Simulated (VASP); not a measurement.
# C (P4/mmm) in VASP: settings compared, part 2 of 2

VASP 6.6.1. The steps go on from the part before.

### 4 Single point, PBE

This run uses another cell than the first one, of 15.75 Å³/atom, 1.144 times its volume.

INCAR

```
ALGO = Normal
EDIFF = 1E-6
ENCUT = 520
GGA = PE
ISIF = 2
ISMEAR = -1
LASPH = True
LCHARG = False
LREAL = False
LWAVE = False
NBANDS = 8
NELM = 100
PREC = Accurate
SIGMA = 0.05
```

KPOINTS

```
k-points
0
Gamma
  6 6 20
```

POSCAR

```
C
1.0
    3.5019850614      0.0000000000      0.0000000000
    0.0000000000      3.5019850614      0.0000000000
    0.0000000000      0.0000000000      1.2838968965
C
1
Direct
    0.5000000000      0.5000000000      0.5000000000
```

Potentials or basis: VASP PAW PBE potentials, release 64 (C).

The run is started by

```sh
> cat potpaw_PBE.64/C/POTCAR > POTCAR
> mpirun -np 1 vasp_std > vasp.out
```

OUTCAR:

```text
EDIFF = 1E-6
   ENCUT = 520
   GGA = PE
   ISIF = 2
   ISMEAR = -1
   LASPH = True
   LREAL = False
   NELM = 100
   PREC = Accurate

 ion  position               nearest neighbor table
   1  0.500  0.500  0.500-

  LATTYP: Found a simple tetragonal cell.
 ALAT       =     3.5019850614
 C/A-ratio  =     0.3666197525

  Lattice vectors:

 A1 = (   3.5019850614,   0.0000000000,   0.0000000000)
 A2 = (   0.0000000000,   3.5019850614,   0.0000000000)
 A3 = (   0.0000000000,   0.0000000000,   1.2838968965)

Analysis of symmetry for initial positions (statically):
=====================================================================
 Subroutine PRICEL returns:
 Original cell was already a primitive cell.

 Routine SETGRP: Setting up the symmetry group for a
 simple tetragonal supercell.

 Subroutine GETGRP returns: Found 16 space group operations
 (whereof 16 operations were pure point group operations)
 out of a pool of 16 trial point group operations.

The static configuration has the point symmetry D_4h.

Analysis of symmetry for dynamics (positions and initial velocities):
=====================================================================
 Subroutine PRICEL returns:
 Original cell was already a primitive cell.

 Routine SETGRP: Setting up the symmetry group for a
 simple tetragonal supercell.

 Subroutine GETGRP returns: Found 16 space group operations
 (whereof 16 operations were pure point group operations)
 out of a pool of 16 trial point group operations.

The dynamic configuration has the point symmetry D_4h.

 Subroutine INISYM returns: Found 16 space group operations
 (whereof 16 operations are pure point group operations),
 and found     1 'primitive' translations

----------------------------------------------------------------------------------------

                                     Primitive cell

[... 102 lines left out ...]
   EFERMI =   0.00;   METHOD = LEGACY
   ISMEAR =    -1;   SIGMA  =   0.05  broadening in eV -4-tet -1-fermi 0-gaus
   EFERMI_NEDOS =   21; number of points for ismear=-14 and -15
   IALGO  =     38    algorithm
   IMIX   =      4    mixing-type and parameters
     AMIX     =   0.40;   BMIX     =  1.00
     AMIX_MAG =   1.60;   BMIX_MAG =  1.00
  volume/ion in A,a.u.               =      15.75       106.26
  Fermi-wavevector in a.u.,A,eV,Ry     =   1.036832  1.959329 14.626556  1.075022
  Thomas-Fermi vector in A             =   2.171242
   LORBIT       =      0    0 simple, 1 ext, 2 COOP (PROOUT), +10 PAW based schemes
   GGA     = PE    functional components
   LHFCALC =     F    Hartree Fock is set to
   AEXX    =    0.0000 exact exchange contribution
   IVDW    =     0    specifies the selected vdW correction
   LEPSILON=     F    determine dielectric tensor
   LRPA    =     F    only Hartree local field effects (RPA)
 non-spin polarized calculation
  energy-cutoff  :      520.00
  volume of cell :       15.75
 maximum number of plane-waves:       439
 NGX is ok and might be reduce to    28
   NGX = 13   NGY = 13   NGZ =  5

 number of electron       4.0000000 magnetization

 Free energy of the ion-electron system (eV)
  ---------------------------------------------------
  ext. energy  EPLUGINS =         0.00000000
  ---------------------------------------------------
  free energy    TOTEN  =        -8.23191166 eV

  energy without entropy =       -8.23137116  energy(sigma->0) =       -8.23164141

 E-fermi :  -0.1083     XC(G=0):  -7.6047

 val. band max:       -0.2905244562   @ k =   0.5000   0.3333   0.2500
 cond. band min:       0.0862848795   @ k =   0.1667   0.1667   0.2500
 fundamental gap:      0.3768093357
 Fermi energy:        -0.1082885475

 k-point     1 :       0.0000    0.0000    0.0000
  band No.  band energies     occupation
      1     -16.5600      2.00000
      2      -4.8070      2.00000
      3      -4.8070      2.00000
      4       4.4478      0.00000
      5       9.3403      0.00000
      6      17.2148      0.00000
      7      17.2148      0.00000
      8      18.0706      0.00000
[... 243 lines left out ...]
 k-point    24 :       0.5000    0.0000    0.1000
  band No.  band energies     occupation
      1     -15.8358      2.00000
      2      -5.2836      2.00000
      3      -3.8220      2.00000
      4       8.6185      0.00000
      5       9.1088      0.00000
      6      13.6969      0.00000
      7      18.4586      0.00000
      8      20.4179      0.00000

 [... further k-points ...]
[... 5 lines left out ...]
  --------------------------------------------------------------------------------------
  -------------------------------------------------------------------------------------
  Total       -0.0084289     -0.0084289     -0.0312833      0.0000000      0.0000000      0.0000000
  in kB       -0.8576721     -0.8576721     -3.1832065      0.0000000      0.0000000      0.0000000
  external PRESSURE =      -1.6328502 kB  Pullay stress =       0.0000000 kB

 VOLUME and BASIS-vectors are now :
 -----------------------------------------------------------------------------
  energy-cutoff  :      520.00
  volume of cell :       15.75
      direct lattice vectors                 reciprocal lattice vectors
     3.501985061  0.000000000  0.000000000     0.285552332  0.000000000  0.000000000
     0.000000000  3.501985061  0.000000000     0.000000000  0.285552332  0.000000000
     0.000000000  0.000000000  1.283896896     0.000000000  0.000000000  0.778878742

 POSITION                                       TOTAL-FORCE (eV/Angst)
 -----------------------------------------------------------------------------------
      1.75099      1.75099      0.64195         0.000000      0.000000      0.000000
 -----------------------------------------------------------------------------------
    total drift:                                0.000000      0.000000     -0.000000

  FREE ENERGIE OF THE ION-ELECTRON SYSTEM (eV)
  ---------------------------------------------------
  free  energy   TOTEN  =        -8.2319116628 eV

  energy  without entropy=       -8.2313711617  energy(sigma->0) =       -8.23164141
```

stdout:

```text
POSCAR found type information on POSCAR C
 POSCAR found :  1 types and       1 ions
 scaLAPACK will be used
 LDA part: xc-table for (Slater+PW92), standard interpolation
 POSCAR, INCAR and KPOINTS ok, starting setup
 FFT: planning ... GRIDC
 FFT: planning ... GRID_SOFT
 FFT: planning ... GRID
 WAVECAR not read
 entering main loop
```

It took 4.6 s on 1 thread of Intel Xeon 6975P-C (Granite Rapids), shared host; peak memory 0.12 GiB.

What came out:

| Property | Result |
| --- | --- |
| Free energy | -8.2319 eV |
| Pressure | -0.2 GPa |
| Band gap on the k mesh | zero (band 2 reaches 9.15 eV, above the bottom of band 3 at -5.87 eV) |

Levels at points of the mesh, in eV from the Fermi level:
```
           k point  band 1  band 2  band 3  band 4  band 5
(0.00, 0.00, 0.00)  -16.45   -4.70   -4.70    4.56    9.45
(0.50, 0.00, 0.00)  -16.24   -6.04   -4.56    8.01    8.34
(0.50, 0.50, 0.00)  -16.05   -5.76   -5.76    6.20   12.56
(0.00, 0.00, 0.50)   -9.04    8.22   11.36   11.36   24.48
(0.50, 0.00, 0.50)   -9.02    8.55   10.85   11.41   21.21
(0.50, 0.50, 0.50)   -9.00    8.84   10.94   10.94   22.02
```

### 5 Single point, PBE+D3(BJ)

This run uses another cell than the first one, of 23.22 Å³/atom, 1.686 times its volume.

INCAR

```
PREC = Accurate
ENCUT = 520
EDIFF = 1E-7
ISMEAR = -1
SIGMA = 0.05
LREAL = False
LASPH = True
NELM = 60
ALGO = Normal
ISIF = 2
LWAVE = False
LCHARG = False
GGA = PE
IVDW = 12
NBANDS = 8
```

KPOINTS

```
Automatic mesh
0
Gamma
  6 6 20
```

POSCAR

```
C
1.0
    4.2551700000      0.0000000000      0.0000000000
    0.0000000000      4.2551700000      0.0000000000
    0.0000000000      0.0000000000      1.2822900000
C
1
Direct
    0.5000000000      0.5000000000      0.5000000000
```

The run is started by

```sh
> cat potpaw_PBE.64/C/POTCAR > POTCAR
> mpirun -np 1 vasp_std > vasp.out
```

Run time: 4.6 s. Hardware: 1 thread of Intel Xeon 6975P-C (Granite Rapids), shared host; peak memory 0.14 GiB.

The run converged. Its results:

```yaml
Free_energy: -8.2714 eV
Pressure: -0.4 GPa
Band_gap_on_the_k_mesh: zero (band 2 reaches 7.29 eV, above the bottom of band 3 at -7.22 eV)
Dispersion_energy_per_atom: -0.062 eV
```

Stress tensor (GPa, compression positive):
```
-0.94  0.00  0.00
 0.00 -0.94  0.00
 0.00  0.00  0.74
```

Levels at points of the mesh, in eV from the Fermi level:
```csv
k point,band 1,band 2,band 3,band 4,band 5,band 6,band 7
"(0.00, 0.00, 0.00)",-16.29,-5.14,-5.14,3.79,8.15,12.74,12.74
"(0.50, 0.00, 0.00)",-16.26,-5.53,-5.10,6.26,6.27,10.38,13.40
"(0.50, 0.50, 0.00)",-16.22,-5.46,-5.46,5.91,8.81,8.81,12.62
"(0.00, 0.00, 0.50)",-9.04,8.54,11.23,11.23,23.55,23.55,24.90
"(0.50, 0.00, 0.50)",-9.04,8.60,11.12,11.23,22.11,23.71,27.11
"(0.50, 0.50, 0.50)",-9.04,8.66,11.13,11.13,22.44,22.44,28.70
```

Caveat: three body term missing; pairwise dispersion overbinds metals, which lowers pressure and volume.

### 6 Single point, PBE

This run uses another cell than the first one, of 21.82 Å³/atom, 1.585 times its volume.

INCAR

```
PREC = Accurate ; ENCUT = 520
EDIFF = 1E-6 ; ISMEAR = -1
SIGMA = 0.05 ; LREAL = F
LASPH = T ; NELM = 60
ALGO = Normal ; ISIF = 2
LWAVE = F ; LCHARG = F
GGA = PE ; NBANDS = 8
```

KPOINTS

```
regular mesh
0
Gamma
  6 6 20
```

POSCAR

```
C
1.0
    4.1683054222      0.0000000000      0.0000000000
    0.0000000000      4.1683054222      0.0000000000
    0.0000000000      0.0000000000      1.2561134713
C
1
Direct
    0.5000000000      0.5000000000      0.5000000000
```

Potentials or basis: VASP PAW PBE potentials, release 64 (C).

The run is started by

```sh
> cat potpaw_PBE.64/C/POTCAR > POTCAR
> mpirun -np 1 vasp_std > vasp.out
```

It took 6.7 s on 1 thread of Intel Xeon Platinum 8259CL at 2.50GHz (Skylake/Cascade Lake), shared host; peak memory 0.13 GiB.

The run converged. Its results:

```
Free energy            : -8.1808 eV
Pressure               : 6.7 GPa
Band gap on the k mesh : zero (band 2 reaches 8.51 eV, above the bottom of band 3 at -7.23 eV)
```

Stress tensor (GPa, compression positive):
```
-0.49  0.00  0.00
 0.00 -0.49  0.00
 0.00  0.00 21.01
```

Levels at points of the mesh, in eV from the Fermi level:
```tsv
k point	band 1	band 2	band 3	band 4	band 5
(0.00, 0.00, 0.00)	-16.53	-5.37	-5.37	3.74	8.18
(0.50, 0.00, 0.00)	-16.49	-5.81	-5.33	6.30	6.32
(0.50, 0.50, 0.00)	-16.45	-5.73	-5.73	5.86	8.98
(0.00, 0.00, 0.50)	-9.26	9.51	11.93	11.93	24.27
(0.50, 0.00, 0.50)	-9.26	9.58	11.81	11.94	22.75
(0.50, 0.50, 0.50)	-9.25	9.65	11.83	11.83	23.10
```

### 7 The runs side by side

```tsv
level	cell	k mesh	gap on the mesh (eV)	pressure (GPa)
PBE+D4	a = 3.277, b = 3.277, c = 1.282 Å, 1 atom	6 × 6 × 20	none	-0.2
r2SCAN	a = 4.255, b = 4.255, c = 1.282 Å, 1 atom	4 × 4 × 11	none	-1.3
PBE	a = 3.502, b = 3.502, c = 1.284 Å, 1 atom	6 × 6 × 20	none	-0.2
PBE+D3(BJ)	a = 4.255, b = 4.255, c = 1.282 Å, 1 atom	6 × 6 × 20	none	-0.4
PBE	a = 4.168, b = 4.168, c = 1.256 Å, 1 atom	6 × 6 × 20	none	6.7
```

Alike in all rows: task single point; potentials or basis VASP PAW PBE potentials, release 64 (C); no spin polarisation; cutoff (eV) 520; smearing fermi-dirac 0.05 eV.

Caveats: some runs use coarse meshes; pairwise dispersion overbinds metals, which lowers pressure and volume (some runs); the PAW data sets were made with another functional, which shifts forces and pressure a little (some runs); three body term missing (some runs).

Absolute energies hang on the potentials; compare differences alone.
